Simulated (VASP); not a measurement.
# InSb3 (Pm-3m) in VASP: notebook

InSb3 is run at these levels: PBEsol; tasks: single point.

Program: VASP 6.6.1. These are calculated values, not measurements. Logs are shortened: lines on timing, memory, paths and dates and some standing lists are left out, and cuts for length are marked.

## 1. The cell of the first run

Symmetry: Pm-3m, No. 221, cubic system. The conventional cell has a = 4.318 Å, b = 4.318 Å, c = 4.318 Å, α = 90.00°, β = 90.00°, γ = 90.00°. Within 4.0 Å of Sb (site symmetry 4/mmm) lie 8 Sb at 3.05 Å and 4 In at 3.05 Å. Within 4.0 Å of In (site symmetry m-3m) lie 12 Sb at 3.05 Å.

## 2. Single point, PBEsol

Contents of INCAR:

```
SYSTEM = InSb3
PREC = Accurate
ENCUT = 520
EDIFF = 1E-6
ISMEAR = -1
SIGMA = 0.05
LREAL = .FALSE.
LASPH = .TRUE.
NELM = 100
ALGO = Normal
ISIF = 2
LWAVE = .FALSE.
LCHARG = .FALSE.
GGA = PS
NBANDS = 22
```

Contents of KPOINTS:

```
Automatic mesh
0
G
  6 6 6
  0 0 0
```

Contents of POSCAR:

```
InSb3
1.0
    4.3176006351      0.0000000000      0.0000000000
    0.0000000000      4.3176006351      0.0000000000
    0.0000000000      0.0000000000      4.3176006351
Sb In
3 1
Direct
    0.5000000000      0.5000000000      0.0000000000
    0.0000000000      0.5000000000      0.5000000000
    0.5000000000      0.0000000000      0.5000000000
    0.0000000000      0.0000000000      0.0000000000
```

Potentials or basis: VASP PAW PBE potentials, release 64 (Sb, In_d).

Command:

```bash
cat potpaw_PBE.64/Sb/POTCAR potpaw_PBE.64/In_d/POTCAR > POTCAR
mpirun -np 1 vasp_std > vasp.out
```

OUTCAR:

```text
SYSTEM = InSb3
   PREC = Accurate
   ENCUT = 520
   EDIFF = 1E-6
   ISMEAR = -1
   LREAL = .FALSE.
   LASPH = .TRUE.
   NELM = 100
   ISIF = 2
   GGA = PS

 ion  position               nearest neighbor table
   1  0.500  0.500  0.000-   2 3.05   3 3.05   4 3.05   2 3.05   3 3.05   3 3.05   4 3.05   3 3.05
                             2 3.05   4 3.05   2 3.05   4 3.05
   2  0.000  0.500  0.500-   1 3.05   3 3.05   4 3.05   1 3.05   4 3.05   3 3.05   4 3.05   4 3.05
                             1 3.05   3 3.05   1 3.05   3 3.05
   3  0.500  0.000  0.500-   1 3.05   2 3.05   4 3.05   1 3.05   4 3.05   1 3.05   2 3.05   1 3.05
                             2 3.05   4 3.05   4 3.05   2 3.05
   4  0.000  0.000  0.000-   1 3.05   2 3.05   3 3.05   2 3.05   3 3.05   1 3.05   2 3.05   2 3.05
                             1 3.05   3 3.05   3 3.05   1 3.05

  LATTYP: Found a simple cubic cell.
 ALAT       =     4.3176006351

  Lattice vectors:

 A1 = (   4.3176006351,   0.0000000000,   0.0000000000)
 A2 = (   0.0000000000,   4.3176006351,   0.0000000000)
 A3 = (   0.0000000000,   0.0000000000,   4.3176006351)

Analysis of symmetry for initial positions (statically):
=====================================================================
 Subroutine PRICEL returns:
 Original cell was already a primitive cell.

 Routine SETGRP: Setting up the symmetry group for a
 simple cubic supercell.

 Subroutine GETGRP returns: Found 48 space group operations
 (whereof 48 operations were pure point group operations)
 out of a pool of 48 trial point group operations.

The static configuration has the point symmetry O_h .

Analysis of symmetry for dynamics (positions and initial velocities):
=====================================================================
 Subroutine PRICEL returns:
 Original cell was already a primitive cell.

 Routine SETGRP: Setting up the symmetry group for a
 simple cubic supercell.

 Subroutine GETGRP returns: Found 48 space group operations
 (whereof 48 operations were pure point group operations)
 out of a pool of 48 trial point group operations.

The dynamic configuration has the point symmetry O_h .

 Subroutine INISYM returns: Found 48 space group operations
 (whereof 48 operations are pure point group operations),
 and found     1 'primitive' translations

----------------------------------------------------------------------------------------

[... 88 lines left out ...]
   LASPH  =      T    aspherical Exc in radial PAW
   ENCUT  =  520.0 eV  38.22 Ry    6.18 a.u.   8.03  8.03  8.03*2*pi/ulx,y,z
   NELM   =    100;   NELMIN=  2; NELMDL= -5     # of ELM steps
   EDIFF  = 0.1E-05   stopping-criterion for ELM
   LREAL  =      F    real-space projection
   EDIFFG = 0.1E-04   stopping-criterion for IOM
   NSW    =      0    number of steps for IOM
   IBRION =     -1    ionic relax: 0-MD 1-quasi-New 2-CG
   NFREE  =      0    steps in history (QN), initial steepest desc. (CG)
   ISIF   =      2    stress and relaxation
   ISYM   =      2    0-nonsym 1-usesym 2-fastsym
   POTIM  = 0.5000    time-step for ionic-motion
   TEBEG  =    0.0;   TEEND  =   0.0 temperature during run
   PSTRESS=    0.0 pullay stress
   NELECT =      28.0000    total number of electrons
   NUPDOWN=      -1.0000    fix difference up-down
   EMIN   =  10.00;   EMAX   =-10.00  energy-range for DOS
   EFERMI =   0.00;   METHOD = LEGACY
   ISMEAR =    -1;   SIGMA  =   0.05  broadening in eV -4-tet -1-fermi 0-gaus
   EFERMI_NEDOS =   21; number of points for ismear=-14 and -15
   IALGO  =     38    algorithm
   IMIX   =      4    mixing-type and parameters
     AMIX     =   0.40;   BMIX     =  1.00
     AMIX_MAG =   1.60;   BMIX_MAG =  1.00
  volume/ion in A,a.u.               =      20.12       135.79
  Fermi-wavevector in a.u.,A,eV,Ry     =   1.151379  2.175791 18.036890  1.325674
  Thomas-Fermi vector in A             =   2.288037
   LORBIT       =      0    0 simple, 1 ext, 2 COOP (PROOUT), +10 PAW based schemes
   GGA     = PS    functional components
   LHFCALC =     F    Hartree Fock is set to
   AEXX    =    0.0000 exact exchange contribution
   IVDW    =     0    specifies the selected vdW correction
   LEPSILON=     F    determine dielectric tensor
   LRPA    =     F    only Hartree local field effects (RPA)
 non-spin polarized calculation
  energy-cutoff  :      520.00
  volume of cell :       80.49
 maximum number of plane-waves:      2192
   NGX = 17   NGY = 17   NGZ = 17

 number of electron      27.9999990 magnetization

 Free energy of the ion-electron system (eV)
  ---------------------------------------------------
  ext. energy  EPLUGINS =         0.00000000
  ---------------------------------------------------
  free energy    TOTEN  =       -14.22134569 eV

  energy without entropy =      -14.20294707  energy(sigma->0) =      -14.21214638

 E-fermi :  12.1580     XC(G=0): -11.6623

 val. band max:       12.1326178068   @ k =   0.1667   0.0000   0.0000
 cond. band min:      12.2905810886   @ k =   0.5000   0.5000   0.0000
 fundamental gap:      0.1579632818
 Fermi energy:        12.1580335678

 k-point     1 :       0.0000    0.0000    0.0000
  band No.  band energies     occupation
      1      -2.7196      2.00000
      2      -2.7196      2.00000
      3      -2.6749      2.00000
      4      -2.6462      2.00000
      5      -2.6462      2.00000
      6      -2.6462      2.00000
[... 489 lines left out ...]
     21      20.4638      0.00000
     22      21.9536      0.00000

------------------------ aborting loop because EDIFF is reached ----------------------------------------

  FORCE on cell =-STRESS in cart. coord.  units (eV):
  Direction    XX          YY          ZZ          XY          YZ          ZX
  --------------------------------------------------------------------------------------
  -------------------------------------------------------------------------------------
  Total       15.2580996     15.2580996     15.2580996      0.0000000      0.0000000      0.0000000
  in kB      303.7271552    303.7271552    303.7271552      0.0000000      0.0000000      0.0000000
  external PRESSURE =     303.7271552 kB  Pullay stress =       0.0000000 kB

 VOLUME and BASIS-vectors are now :
 -----------------------------------------------------------------------------
  energy-cutoff  :      520.00
  volume of cell :       80.49
      direct lattice vectors                 reciprocal lattice vectors
     4.317600635  0.000000000  0.000000000     0.231610120  0.000000000  0.000000000
     0.000000000  4.317600635  0.000000000     0.000000000  0.231610120  0.000000000
     0.000000000  0.000000000  4.317600635     0.000000000  0.000000000  0.231610120

 POSITION                                       TOTAL-FORCE (eV/Angst)
 -----------------------------------------------------------------------------------
      2.15880      2.15880      0.00000         0.000000      0.000000      0.000000
      0.00000      2.15880      2.15880         0.000000      0.000000      0.000000
      2.15880      0.00000      2.15880         0.000000      0.000000      0.000000
      0.00000      0.00000      0.00000         0.000000      0.000000      0.000000
 -----------------------------------------------------------------------------------
    total drift:                                0.000000      0.000000     -0.000000

  FREE ENERGIE OF THE ION-ELECTRON SYSTEM (eV)
  ---------------------------------------------------
  free  energy   TOTEN  =       -14.2213456932 eV

  energy  without entropy=      -14.2029470716  energy(sigma->0) =      -14.21214638
```

OSZICAR:

```text
N       E                     dE             d eps       ncg     rms          rms(c)
DAV:   1     0.206726809445E+03    0.20673E+03   -0.11272E+04   880   0.127E+03
DAV:   2     0.374297012956E+01   -0.20298E+03   -0.19539E+03   960   0.324E+02
DAV:   3    -0.137255364970E+02   -0.17469E+02   -0.16819E+02  1102   0.940E+01
DAV:   4    -0.143057906311E+02   -0.58025E+00   -0.57847E+00   994   0.172E+01
DAV:   5    -0.143310920993E+02   -0.25301E-01   -0.25299E-01  1358   0.391E+00    0.644E+00
DAV:   6    -0.142498156345E+02    0.81276E-01   -0.10695E-01  1050   0.697E+00    0.370E+00
DAV:   7    -0.142229538951E+02    0.26862E-01   -0.37827E-02  1204   0.317E+00    0.489E-01
DAV:   8    -0.142213971672E+02    0.15567E-02   -0.52351E-03  1112   0.114E+00    0.187E-01
DAV:   9    -0.142213503281E+02    0.46839E-04   -0.33251E-04  1108   0.128E-01    0.401E-02
DAV:  10    -0.142213463227E+02    0.40054E-05   -0.15097E-05  1284   0.303E-02    0.148E-02
DAV:  11    -0.142213456932E+02    0.62951E-06   -0.67155E-07   746   0.120E-02
   1 F= -.14221346E+02 E0= -.14212146E+02  d E =-.183986E-01
```

Run time: 38 s. Hardware: 1 thread of AMD EPYC 7R43 (Zen 3), shared host; peak memory 0.15 GiB.

What came out:

```yaml
Free_energy: -14.2213 eV
Pressure: 30.4 GPa
Band_gap_on_the_k_mesh: zero (band 14 reaches 17.51 eV, above the bottom of band 15 at 10.64 eV)
```

Caveat: the PAW data sets were made with another functional, which shifts forces and pressure a little; spin-orbit coupling is left out, which moves the levels of the heavy elements.

## 3. Single point, PBEsol

This run uses another cell than the first one, of 21.41 Å³/atom, 1.064 times its volume.

Contents of INCAR:

```
PREC = Accurate
ENCUT = 520
EDIFF = 1E-6
ISMEAR = -1
SIGMA = 0.05
LREAL = False
LASPH = True
NELM = 100
ALGO = Normal
ISIF = 2
LWAVE = False
LCHARG = False
GGA = PS
NBANDS = 22
```

Contents of KPOINTS:

```
Automatic mesh
0
Gamma
  6 6 6
```

Contents of POSCAR:

```
InSb3
1.0
    4.4080176945      0.0000000000      0.0000000000
    0.0000000000      4.4080176945      0.0000000000
    0.0000000000      0.0000000000      4.4080176945
Sb In
3 1
Direct
    0.5000000000      0.5000000000      0.0000000000
    0.0000000000      0.5000000000      0.5000000000
    0.5000000000      0.0000000000      0.5000000000
    0.0000000000      0.0000000000      0.0000000000
```

Potentials or basis: VASP PAW PBE potentials, release 64 (Sb, In_d).

Command:

```bash
cat potpaw_PBE.64/Sb/POTCAR potpaw_PBE.64/In_d/POTCAR > POTCAR
mpirun -np 1 vasp_std > vasp.out
```

Run time: 65 s. Hardware: 1 thread of AMD EPYC 7R43 (Zen 3), shared host; peak memory 0.18 GiB.

Results (log left out):

```
Free energy            : -15.0283 eV
Pressure               : 20.2 GPa
Band gap on the k mesh : zero (band 14 reaches 16.14 eV, above the bottom of band 15 at 9.80 eV)
```

Levels at points of the mesh, in eV from the Fermi level:
| k point | band 11 | band 12 | band 13 | band 14 | band 15 | band 16 | band 17 | band 18 |
| --- | --- | --- | --- | --- | --- | --- | --- | --- |
| (0.00, 0.00, 0.00) | -5.59 | -3.63 | 0.64 | 0.64 | 0.64 | 2.07 | 2.07 | 2.07 |
| (0.50, 0.00, 0.00) | -3.70 | -2.86 | -2.86 | -1.54 | -1.35 | 2.99 | 2.99 | 3.58 |
| (0.50, 0.50, 0.00) | -1.80 | -1.61 | -1.61 | -1.38 | -1.38 | 0.02 | 0.70 | 4.55 |
| (0.50, 0.50, 0.50) | -6.54 | -6.54 | -5.45 | 4.97 | 4.97 | 5.10 | 5.10 | 5.10 |

Caveat: the PAW data sets were made with another functional, which shifts forces and pressure a little; spin-orbit coupling is left out, which moves the levels of the heavy elements.

## 4. Single point, PBEsol

This run uses another cell than the first one, of 23.28 Å³/atom, 1.157 times its volume.

Contents of INCAR:

```
SYSTEM = InSb3
PREC = Accurate ; ENCUT = 520
EDIFF = 1E-7 ; ISMEAR = -1
SIGMA = 0.05 ; LREAL = .FALSE.
LASPH = .TRUE. ; NELM = 100
ALGO = Normal ; ISIF = 2
LWAVE = .FALSE. ; LCHARG = .FALSE.
GGA = PS ; NBANDS = 22
```

Contents of KPOINTS:

```
Automatic mesh
0
G
  6 6 6
  0 0 0
```

Contents of POSCAR:

```
InSb3
1.0
    4.5325895321      0.0000000000      0.0000000000
    0.0000000000      4.5325895321      0.0000000000
    0.0000000000      0.0000000000      4.5325895321
Sb In
3 1
Direct
    0.5000000000      0.5000000000      0.0000000000
    0.0000000000      0.5000000000      0.5000000000
    0.5000000000      0.0000000000      0.5000000000
    0.0000000000      0.0000000000      0.0000000000
```

Command:

```bash
cat potpaw_PBE.64/Sb/POTCAR potpaw_PBE.64/In_d/POTCAR > POTCAR
mpirun -np 1 vasp_std > vasp.out
```

Wall time 55 s (1 thread of AMD EPYC 7R43 (Zen 3), shared host); peak memory 0.18 GiB.

Results (log left out):

```yaml
Free_energy: -15.7182 eV
Pressure: 10.0 GPa
Band_gap_on_the_k_mesh: zero (band 14 reaches 14.42 eV, above the bottom of band 15 at 8.66 eV)
```

Levels at points of the mesh, in eV from the Fermi level:
| k point | band 11 | band 12 | band 13 | band 14 | band 15 | band 16 | band 17 | band 18 |
| --- | --- | --- | --- | --- | --- | --- | --- | --- |
| (0.00, 0.00, 0.00) | -5.13 | -3.58 | 0.59 | 0.59 | 0.59 | 1.98 | 1.98 | 1.98 |
| (0.50, 0.00, 0.00) | -3.42 | -2.59 | -2.59 | -1.39 | -1.15 | 2.72 | 2.72 | 3.03 |
| (0.50, 0.50, 0.00) | -1.64 | -1.63 | -1.63 | -1.28 | -1.28 | -0.13 | 0.83 | 4.12 |
| (0.50, 0.50, 0.50) | -5.99 | -5.99 | -5.20 | 4.47 | 4.47 | 4.58 | 4.58 | 4.58 |

Caveat: the PAW data sets were made with another functional, which shifts forces and pressure a little; spin-orbit coupling is left out, which moves the levels of the heavy elements.

## 5. Summary

```tsv
cell	gap on the mesh (eV)	pressure (GPa)
a = 4.318 Å, 4 atoms	none	30.4
a = 4.408 Å, 4 atoms	none	20.2
a = 4.533 Å, 4 atoms	none	10.0
```

Alike in all rows: task single point; level PBEsol; potentials or basis VASP PAW PBE potentials, release 64 (Sb, In_d); no spin polarisation; k mesh 6 × 6 × 6; cutoff (eV) 520; smearing fermi-dirac 0.05 eV.

Caveats: the PAW data sets were made with another functional, which shifts forces and pressure a little; spin-orbit coupling is left out, which moves the levels of the heavy elements.

Total energies depend on the potentials used, so only differences within one code and one set of settings carry meaning.
